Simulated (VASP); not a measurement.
AgCl, 2 atoms in the cell. The structure is tetragonal, space group I4/mmm (No. 139). The conventional cell has a = 3.981 Å, b = 3.981 Å, c = 5.546 Å, α = 90.00°, β = 90.00°, γ = 90.00°. Within 3.7 Å of Ag (site symmetry 4/mmm) lie 6 Cl at 2.77 to 2.81 Å. Cl (site symmetry 4/mmm) has 6 Ag at 2.77 to 2.81 Å within 3.7 Å.  This cell differs from its parent crystal: strain +0.015 along x and y, +0.000 along z.

* Program: VASP 6.6.1
* Task: single point
* Functional: r2SCAN
* Potentials or basis: VASP PAW PBE potentials, release 64 (Ag, Cl)
* Cutoff: 520 eV
* k mesh: 8 × 8 × 8
* Occupations: gaussian, width 0.05 eV
* Spin: no spin polarisation
* Dipole correction: no
* Further INCAR settings: ALGO = Normal; EDIFF = 1e-06; NBANDS = 16

Potentials or basis: VASP PAW PBE potentials, release 64 (Ag, Cl).

Launch:

```sh
$ cat potpaw_PBE.64/Ag/POTCAR potpaw_PBE.64/Cl/POTCAR > POTCAR
$ cp INCAR.step1 INCAR
$ mpirun -np 1 vasp_std > vasp.out
$ cp INCAR.step2 INCAR
$ mpirun -np 1 vasp_std > vasp.out
```

Hardware: 1 thread of AMD EPYC 9R45 96-Core Processor (Zen 5) (shared host).

Problem. How long does it take, and how much memory?

Solution. Wall time 94 s on 1 thread of AMD EPYC 9R45 96-Core Processor (Zen 5), on a shared host, peak memory 0.16 GiB. Counts: k points 59.
